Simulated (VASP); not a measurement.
BaS, 2 atoms in the cell. It takes space group Fm-3m (No. 225, cubic). Conventional cell: a = 6.424 Å, b = 6.424 Å, c = 6.424 Å, α = 90.00°, β = 90.00°, γ = 90.00°. Within 4.2 Å of Ba (site symmetry m-3m) lie 6 S at 3.21 Å. S (site symmetry m-3m) has 6 Ba at 3.21 Å within 4.2 Å. 

```yaml
Program: VASP 6.6.1
Task: single point
Functional: r2SCAN
Potentials_or_basis: VASP PAW PBE potentials, release 64 (Ba_sv, S)
Cutoff: 520 eV
k_mesh: 4 × 4 × 4
Occupations: gaussian, width 0.01 eV
Spin: no spin polarisation
Dipole_correction: no
Further_INCAR_settings: ALGO = Normal; EDIFF = 1e-07; NBANDS = 15
```

Potentials or basis: VASP PAW PBE potentials, release 64 (Ba_sv, S).

The run is started by

```console
$ cat potpaw_PBE.64/Ba_sv/POTCAR potpaw_PBE.64/S/POTCAR > POTCAR
$ cp INCAR.step1 INCAR
$ mpirun -np 1 vasp_std > vasp.out
$ cp INCAR.step2 INCAR
$ mpirun -np 1 vasp_std > vasp.out
```

Hardware: 1 thread of Intel(R) Xeon(R) Platinum 8259CL CPU @ 2.50GHz (Skylake/Cascade Lake) (shared host).

Estimate the wall time of this run.

Wall time 49 s on 1 thread of Intel(R) Xeon(R) Platinum 8259CL CPU @ 2.50GHz (Skylake/Cascade Lake), with other jobs on the host, peak memory 0.21 GiB. Counts: k points 8.
